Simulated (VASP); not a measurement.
# AlN (P6_3mc) in VASP: notebook

Runs on AlN. Level: PBE. Tasks: single point.

All numbers are computed with VASP 6.6.1; they aren't measurements. Logs are shortened: lines on timing, memory, paths and dates and some standing lists are left out, and cuts for length are marked.

### Step 1. The cell of the first run

The structure is hexagonal, space group P6_3mc (No. 186). Conventional cell: a = 3.130 Å, b = 3.130 Å, c = 5.018 Å, α = 90.00°, β = 90.00°, γ = 120.00°. Within 2.5 Å of Al (site symmetry 3m) lie 4 N at 1.90 to 1.91 Å. N (site symmetry 3m) has 4 Al at 1.90 to 1.91 Å within 2.5 Å.

### Step 2. Single point, PBE

INCAR

```
SYSTEM = AlN
PREC     = Accurate       ! precision mode
ENCUT    = 520            ! plane-wave cutoff, eV
EDIFF    = 1E-6           ! SCF threshold, eV
ISMEAR   = 0              ! smearing method
SIGMA    = 0.05           ! smearing width, eV
LREAL    = .FALSE.        ! projectors in reciprocal space
LASPH    = .TRUE.         ! aspherical terms in the spheres
NELM     = 60             ! most SCF steps
ALGO     = Normal         ! electronic algorithm
ISIF     = 2              ! what is computed and relaxed
LWAVE    = .FALSE.        ! write WAVECAR
LCHARG   = .FALSE.        ! write CHGCAR
GGA      = PE             ! functional
NBANDS   = 26             ! bands
```

KPOINTS

```
Automatic mesh
0
G
  8 8 3
  0 0 0
```

POSCAR

```
AlN
1.0
   -3.1302395629      0.0000000000      0.0000000000
   -1.5651197814     -2.7108669814      0.0000000000
    0.0000000000      0.0000000000     10.0359593112
Al N
4 4
Direct
    0.3333333333      0.3333333333      0.0008643587
    0.3333333333      0.3333333333      0.5008643587
    0.6666666667      0.6666666667      0.2508643587
    0.6666666667      0.6666666667      0.7508643587
    0.3333333333      0.3333333333      0.1916356413
    0.3333333333      0.3333333333      0.6916356413
    0.6666666667      0.6666666667      0.4416356413
    0.6666666667      0.6666666667      0.9416356413
```

Potentials or basis: VASP PAW PBE potentials, release 64 (Al, N).

Run with:

```sh
$ cat potpaw_PBE.64/Al/POTCAR potpaw_PBE.64/N/POTCAR > POTCAR
$ mpirun -np 1 vasp_std > vasp.out
```

OUTCAR:

```text
SYSTEM = AlN
   PREC = Accurate
   ENCUT = 520
   EDIFF = 1E-6
   ISMEAR = 0
   LREAL = .FALSE.
   LASPH = .TRUE.
   NELM = 60
   ISIF = 2
   GGA = PE

 ion  position               nearest neighbor table
   1  0.333  0.333  0.001-   8 1.90   8 1.90   8 1.90   5 1.91   3 3.09   4 3.09   4 3.09   3 3.09
                             3 3.09   4 3.09
   2  0.333  0.333  0.501-   7 1.90   7 1.90   7 1.90   6 1.91   3 3.09   4 3.09   4 3.09   3 3.09
                             3 3.09   4 3.09
   3  0.667  0.667  0.251-   5 1.90   5 1.90   5 1.90   7 1.91   2 3.09   1 3.09   1 3.09   2 3.09
                             1 3.09   2 3.09
   4  0.667  0.667  0.751-   6 1.90   6 1.90   6 1.90   8 1.91   2 3.09   1 3.09   1 3.09   2 3.09
                             1 3.09   2 3.09
   5  0.333  0.333  0.192-   3 1.90   3 1.90   3 1.90   1 1.91
   6  0.333  0.333  0.692-   4 1.90   4 1.90   4 1.90   2 1.91
   7  0.667  0.667  0.442-   2 1.90   2 1.90   2 1.90   3 1.91
   8  0.667  0.667  0.942-   1 1.90   1 1.90   1 1.90   4 1.91

  LATTYP: Found a hexagonal cell.
 ALAT       =     3.1302395629
 C/A-ratio  =     3.2061313870

  Lattice vectors:

 A1 = (   1.5651197814,   2.7108669814,   0.0000000000)
 A2 = (  -3.1302395629,   0.0000000000,   0.0000000000)
 A3 = (   0.0000000000,   0.0000000000,  10.0359593112)

Analysis of symmetry for initial positions (statically):
=====================================================================
 Subroutine PRICEL returns following result:

  LATTYP: Found a hexagonal cell.
 ALAT       =     3.1302395629
 C/A-ratio  =     1.6030656935

  Lattice vectors:

 A1 = (   1.5651197814,   2.7108669814,   0.0000000000)
 A2 = (  -3.1302395629,   0.0000000000,   0.0000000000)
 A3 = (   0.0000000000,   0.0000000000,   5.0179796556)

   2 primitive cells build up your supercell.

 Routine SETGRP: Setting up the symmetry group for a
 hexagonal supercell.

 Subroutine GETGRP returns: Found 12 space group operations
 (whereof  6 operations were pure point group operations)
 out of a pool of 24 trial point group operations.

The static configuration has the point symmetry C_3v.
 The point group associated with its full space group is C_6v.

Analysis of symmetry for dynamics (positions and initial velocities):
=====================================================================
 Subroutine PRICEL returns following result:

  LATTYP: Found a hexagonal cell.
 ALAT       =     3.1302395629
 C/A-ratio  =     1.6030656935

  Lattice vectors:

 A1 = (   1.5651197814,   2.7108669814,   0.0000000000)
 A2 = (  -3.1302395629,   0.0000000000,   0.0000000000)
 A3 = (   0.0000000000,   0.0000000000,   5.0179796556)

   2 primitive cells build up your supercell.

 Routine SETGRP: Setting up the symmetry group for a
 hexagonal supercell.

 Subroutine GETGRP returns: Found 12 space group operations
 (whereof  6 operations were pure point group operations)
 out of a pool of 24 trial point group operations.

The dynamic configuration has the point symmetry C_3v.
 The point group associated with its full space group is C_6v.

 Subroutine INISYM returns: Found 12 space group operations
 (whereof  6 operations are pure point group operations),
 and found     2 'primitive' translations

----------------------------------------------------------------------------------------

                                     Primitive cell

  volume of cell :      42.5809

  direct lattice vectors                    reciprocal lattice vectors
     1.565119781  2.710866981  0.000000000     0.000000000  0.368885676  0.000000000
    -3.130239563  0.000000000  0.000000000    -0.319464367  0.184442838  0.000000000
     0.000000000  0.000000000  5.017979656     0.000000000  0.000000000  0.199283391

  length of vectors
     3.130239563  3.130239563  5.017979656     0.368885676  0.368885676  0.199283391

  position of ions in fractional coordinates (direct lattice)
     0.666666667  0.333333333  0.001728717
     0.333333333  0.666666667  0.501728717
     0.666666667  0.333333333  0.383271283
     0.333333333  0.666666667  0.883271283

  ion indices of the primitive-cell ions
   primitive index   ion index
                 1           1
                 2           3
                 3           5
                 4           8

----------------------------------------------------------------------------------------

 KPOINTS: Automatic mesh

Automatic generation of k-mesh.
 Grid dimensions read from file:
 generate k-points for:    8    8    3

 Generating k-lattice:

  Cartesian coordinates                     Fractional coordinates (reciprocal lattice)
    -0.039933046  0.023055355  0.000000000     0.125000000 -0.000000000  0.000000000
     0.000000000 -0.046110710  0.000000000     0.000000000  0.125000000  0.000000000
     0.000000000  0.000000000  0.033213898     0.000000000  0.000000000  0.333333333

  Length of vectors
     0.046110710  0.046110710  0.033213898

  Shift w.r.t. Gamma in fractional coordinates (k-lattice)
     0.000000000  0.000000000  0.000000000

 Subroutine IBZKPT returns following result:
 ===========================================

 Found     20 irreducible k-points:

 Following reciprocal coordinates:
            Coordinates               Weight
  0.000000  0.000000  0.000000      1.000000
  0.125000 -0.000000  0.000000      6.000000
  0.250000 -0.000000  0.000000      6.000000
  0.375000  0.000000  0.000000      6.000000
  0.500000 -0.000000  0.000000      3.000000
  0.250000  0.125000  0.000000      6.000000
[... 12 lines left out ...]
  0.500000  0.250000  0.333333     12.000000
 -0.375000  0.250000  0.333333     12.000000
   k-points           NKPTS =     20   k-points in BZ     NKDIM =     20   number of bands    NBANDS=     26
   number of dos      NEDOS =    301   number of ions     NIONS =      8
   total plane-waves  NPLWV =  46080
   dimension x,y,z NGX =    24 NGY =   24 NGZ =   80
   dimension x,y,z NGXF=    48 NGYF=   48 NGZF=  160
   ions per type =               4   4
   NGX,Y,Z   is equivalent  to a cutoff of  12.75, 12.75, 13.25 a.u.
   NGXF,Y,Z  is equivalent  to a cutoff of  25.49, 25.49, 26.50 a.u.
 SYSTEM =  AlN
   PREC   = accura    normal or accurate (medium, high low for compatibility)
   ISTART =      0    job   : 0-new  1-cont  2-samecut
   ICHARG =      2    charge: 1-file 2-atom 10-const
   ISPIN  =      1    spin polarized calculation?
   LNONCOLLINEAR =      F non collinear calculations
   LSORBIT =      F    spin-orbit coupling
   LASPH  =      T    aspherical Exc in radial PAW
   ENCUT  =  520.0 eV  38.22 Ry    6.18 a.u.   5.82  5.82 18.66*2*pi/ulx,y,z
   NELM   =     60;   NELMIN=  2; NELMDL= -5     # of ELM steps
   EDIFF  = 0.1E-05   stopping-criterion for ELM
   LREAL  =      F    real-space projection
   EDIFFG = 0.1E-04   stopping-criterion for IOM
   NSW    =      0    number of steps for IOM
   IBRION =     -1    ionic relax: 0-MD 1-quasi-New 2-CG
   NFREE  =      0    steps in history (QN), initial steepest desc. (CG)
   ISIF   =      2    stress and relaxation
   ISYM   =      2    0-nonsym 1-usesym 2-fastsym
   POTIM  = 0.5000    time-step for ionic-motion
   TEBEG  =    0.0;   TEEND  =   0.0 temperature during run
   PSTRESS=    0.0 pullay stress
   NELECT =      32.0000    total number of electrons
   NUPDOWN=      -1.0000    fix difference up-down
   EMIN   =  10.00;   EMAX   =-10.00  energy-range for DOS
   EFERMI =   0.00;   METHOD = LEGACY
   ISMEAR =     0;   SIGMA  =   0.05  broadening in eV -4-tet -1-fermi 0-gaus
   EFERMI_NEDOS =   21; number of points for ismear=-14 and -15
   IALGO  =     38    algorithm
   IMIX   =      4    mixing-type and parameters
     AMIX     =   0.40;   BMIX     =  1.00
     AMIX_MAG =   1.60;   BMIX_MAG =  1.00
  volume/ion in A,a.u.               =      10.65        71.84
  Fermi-wavevector in a.u.,A,eV,Ry     =   1.181345  2.232418 18.987951  1.395575
  Thomas-Fermi vector in A             =   2.317620
   LORBIT       =      0    0 simple, 1 ext, 2 COOP (PROOUT), +10 PAW based schemes
   GGA     = PE    functional components
   LHFCALC =     F    Hartree Fock is set to
   AEXX    =    0.0000 exact exchange contribution
   IVDW    =     0    specifies the selected vdW correction
   LEPSILON=     F    determine dielectric tensor
   LRPA    =     F    only Hartree local field effects (RPA)
 non-spin polarized calculation
 Gauss-broadening in eV      SIGMA  =   0.05
  energy-cutoff  :      520.00
  volume of cell :       85.16
 maximum number of plane-waves:      2306
   NGX = 11   NGY = 11   NGZ = 37

 number of electron      31.9999997 magnetization

 Free energy of the ion-electron system (eV)
  ---------------------------------------------------
  ext. energy  EPLUGINS =         0.00000000
  ---------------------------------------------------
  free energy    TOTEN  =       -59.56087797 eV

  energy without entropy =      -59.56087797  energy(sigma->0) =      -59.56087797

 E-fermi :   6.1900     XC(G=0): -10.8269

 val. band max:        5.9645313653   @ k =   0.0000   0.0000   0.0000
 cond. band min:      10.0074524200   @ k =   0.0000   0.0000   0.0000
 fundamental gap:      4.0429210547
 Fermi energy:         6.1900430899

 k-point     1 :       0.0000    0.0000    0.0000
  band No.  band energies     occupation
      1      -9.1031      2.00000
      2      -8.2385      2.00000
      3      -8.2385      2.00000
      4      -7.0203      2.00000
      5       0.0589      2.00000
      6       2.6646      2.00000
[... 18 lines left out ...]
     25      16.9906      0.00000
     26      17.3069      0.00000

 k-point     2 :       0.1250   -0.0000    0.0000
  band No.  band energies     occupation
      1      -8.9099      2.00000
      2      -8.0716      2.00000
      3      -8.0716      2.00000
      4      -6.9129      2.00000
      5       0.2913      2.00000
      6       2.5923      2.00000
[... 18 lines left out ...]
     25      17.5467      0.00000
[... 492 lines left out ...]
     25      16.9906      0.00000
     26      17.0647      0.00000

 k-point    20 :      -0.3750    0.2500    0.3333
  band No.  band energies     occupation
      1      -6.8313      2.00000
      2      -6.7552      2.00000
      3      -6.5962      2.00000
      4      -6.5592      2.00000
      5       0.9808      2.00000
      6       1.0823      2.00000
[... 18 lines left out ...]
     25      17.1139      0.00000
     26      17.3247      0.00000

------------------------ aborting loop because EDIFF is reached ----------------------------------------

  FORCE on cell =-STRESS in cart. coord.  units (eV):
  Direction    XX          YY          ZZ          XY          YZ          ZX
  --------------------------------------------------------------------------------------
  -------------------------------------------------------------------------------------
  Total       -0.1505154     -0.1505154     -0.1183796      0.0000000      0.0000000      0.0000000
  in kB       -2.8316978     -2.8316978     -2.2271148      0.0000000      0.0000000      0.0000000
  external PRESSURE =      -2.6301701 kB  Pullay stress =       0.0000000 kB

 VOLUME and BASIS-vectors are now :
 -----------------------------------------------------------------------------
  energy-cutoff  :      520.00
  volume of cell :       85.16
      direct lattice vectors                 reciprocal lattice vectors
    -3.130239563  0.000000000  0.000000000    -0.319464367  0.184442838  0.000000000
    -1.565119781 -2.710866981  0.000000000     0.000000000 -0.368885676  0.000000000
     0.000000000  0.000000000 10.035959311     0.000000000  0.000000000  0.099641695

 POSITION                                       TOTAL-FORCE (eV/Angst)
 -----------------------------------------------------------------------------------
     -1.56512     -0.90362      0.00867         0.000000      0.000000      0.000581
     -1.56512     -0.90362      5.02665        -0.000000      0.000000      0.000581
     -3.13024     -1.80724      2.51766         0.000000     -0.000000      0.000581
     -3.13024     -1.80724      7.53564         0.000000     -0.000000      0.000581
     -1.56512     -0.90362      1.92325        -0.000000     -0.000000     -0.000581
     -1.56512     -0.90362      6.94123        -0.000000     -0.000000     -0.000581
     -3.13024     -1.80724      4.43224         0.000000      0.000000     -0.000581
     -3.13024     -1.80724      9.45022         0.000000      0.000000     -0.000581
 -----------------------------------------------------------------------------------
    total drift:                                0.000000      0.000000      0.001262

  FREE ENERGIE OF THE ION-ELECTRON SYSTEM (eV)
  ---------------------------------------------------
  free  energy   TOTEN  =       -59.5608779676 eV

  energy  without entropy=      -59.5608779676  energy(sigma->0) =      -59.56087797
```

Run time: 22 s. Hardware: 1 thread of Intel Xeon 6975P-C (Granite Rapids), shared host; peak memory 0.21 GiB.

Results:

* Free energy: -59.5609 eV
* Pressure: -0.3 GPa
* Band gap on the k mesh: 4.04 eV

Levels at points of the mesh, in eV from the valence-band top:
```csv
k point,band 13,band 14,band 15,band 16,band 17,band 18,band 19,band 20
"(0.00, 0.00, 0.00)",-0.53,-0.20,-0.20,0.00,4.04,6.31,6.31,6.51
"(0.50, 0.00, 0.00)",-1.44,-1.35,-1.35,-0.68,5.24,5.24,5.76,5.76
```

A hybrid or GW would open this gap; PBE tends to underestimate it.

### Step 3. Single point, PBE

This run uses another cell than the first one: it holds 4 atoms, not 8.

INCAR

```
SYSTEM = AlN
PREC = Accurate
ENCUT = 520
EDIFF = 1E-6
ISMEAR = 0
SIGMA = 0.01
LREAL = .False.
LASPH = .True.
NELM = 100
ALGO = Normal
ISIF = 2
LWAVE = .False.
LCHARG = .True.
GGA = PE
LELF = .True.
LVHAR = .True.
NBANDS = 16
```

KPOINTS

```
Automatic mesh
0
Gamma
  12 12 6
  0 0 0
```

POSCAR

```
AlN
1.0
    3.0930163755      0.0000000000      0.0000000000
   -1.5465081878      2.6786307555      0.0000000000
    0.0000000000      0.0000000000      4.9453226354
Al N
2 2
Direct
    0.3333333333      0.6666666667      0.0013559258
    0.6666666667      0.3333333333      0.5013559258
    0.3333333333      0.6666666667      0.3836440742
    0.6666666667      0.3333333333      0.8836440742
```

Potentials or basis: VASP PAW PBE potentials, release 64 (Al, N).

Run with:

```sh
$ cat potpaw_PBE.64/Al/POTCAR potpaw_PBE.64/N/POTCAR > POTCAR
$ mpirun -np 1 vasp_std > vasp.out
```

Run time: 16 s. Hardware: 1 thread of Intel Xeon 6975P-C (Granite Rapids), shared host; peak memory 0.17 GiB.

It converged, with:

```yaml
Free_energy: -29.7434 eV
Pressure: 7.8 GPa
Band_gap_on_the_k_mesh: 4.37 eV, direct
```

Levels at points of the mesh, in eV from the valence-band top:
```
           k point  band 4  band 5  band 6  band 7  band 8  band 9  band 10  band 11  band 12  band 13
(0.00, 0.00, 0.00)   -0.90   -0.90   -0.24   -0.24    0.00    4.37     6.80    10.77    11.26    11.26
(0.50, 0.00, 0.00)   -4.22   -3.40   -2.14   -1.81   -0.72    5.85     5.86     8.34    10.41    11.00
(0.00, 0.00, 0.50)   -3.37   -0.58   -0.58   -0.58   -0.58    6.62     6.62    10.47    10.47    11.58
(0.50, 0.00, 0.50)   -5.69   -1.51   -1.51   -1.39   -1.39    5.37     5.37     9.36     9.36    12.03
```

A k mesh can miss the band edges. A hybrid or GW would open this gap; PBE tends to underestimate it.

### Step 4. Single point, PBE

This run uses another cell than the first one: it holds 4 atoms, not 8.

INCAR

```
SYSTEM = AlN
  PREC = Accurate
  ENCUT = 520
  EDIFF = 1E-7
  ISMEAR = 0
  SIGMA = 0.01
  LREAL = .FALSE.
  LASPH = .TRUE.
  NELM = 100
  ALGO = Normal
  ISIF = 2
  LWAVE = .FALSE.
  LCHARG = .FALSE.
  GGA = PE
  NBANDS = 16
```

KPOINTS

```
regular mesh
0
G
  12 12 6
  0 0 0
```

POSCAR

```
AlN
1.0
    3.1302395629      0.0000000000      0.0000000000
   -1.5651197815      2.7108669814      0.0000000000
    0.0000000000      0.0000000000      5.0179796547
Al N
2 2
Direct
    0.3333333333      0.6666666667      0.0017287175
    0.6666666667      0.3333333333      0.5017287175
    0.3333333333      0.6666666667      0.3832712825
    0.6666666667      0.3333333333      0.8832712825
```

Run with:

```sh
$ cat potpaw_PBE.64/Al/POTCAR potpaw_PBE.64/N/POTCAR > POTCAR
$ mpirun -np 1 vasp_std > vasp.out
```

Wall time 17 s (1 thread of Intel Xeon 6975P-C (Granite Rapids), shared host); peak memory 0.17 GiB.

The run converged. Its results:

```
Free energy            : -29.7805 eV
Pressure               : -0.3 GPa
Band gap on the k mesh : 4.04 eV, direct
```

Levels at points of the mesh, in eV from the valence-band top:
```tsv
k point	band 6	band 7	band 8	band 9	band 10	band 11
(0.00, 0.00, 0.00)	-0.20	-0.20	0.00	4.04	6.51	10.46
(0.50, 0.00, 0.00)	-2.05	-1.74	-0.68	5.76	5.76	8.02
(0.00, 0.00, 0.50)	-0.53	-0.53	-0.53	6.31	6.31	10.16
(0.50, 0.00, 0.50)	-1.44	-1.35	-1.35	5.24	5.24	9.14
```

### Step 5. The runs side by side

```csv
cell,k mesh,smearing,gap on the mesh (eV),pressure (GPa)
"a = 3.130, b = 3.130, c = 10.036 Å, angles 90.0, 90.0, 60.0°, 8 atoms",8 × 8 × 3,gaussian 0.05 eV,4.04,-0.3
"a = 3.093, b = 3.093, c = 4.945 Å, angles 90.0, 90.0, 120.0°, 4 atoms",12 × 12 × 6,gaussian 0.01 eV,4.37,7.8
"a = 3.130, b = 3.130, c = 5.018 Å, angles 90.0, 90.0, 120.0°, 4 atoms",12 × 12 × 6,gaussian 0.01 eV,4.04,-0.3
```

Alike in all rows: task single point; level PBE; potentials or basis VASP PAW PBE potentials, release 64 (Al, N); no spin polarisation; cutoff (eV) 520.

Total energies depend on the potentials used, so only differences within one code and one set of settings carry meaning.
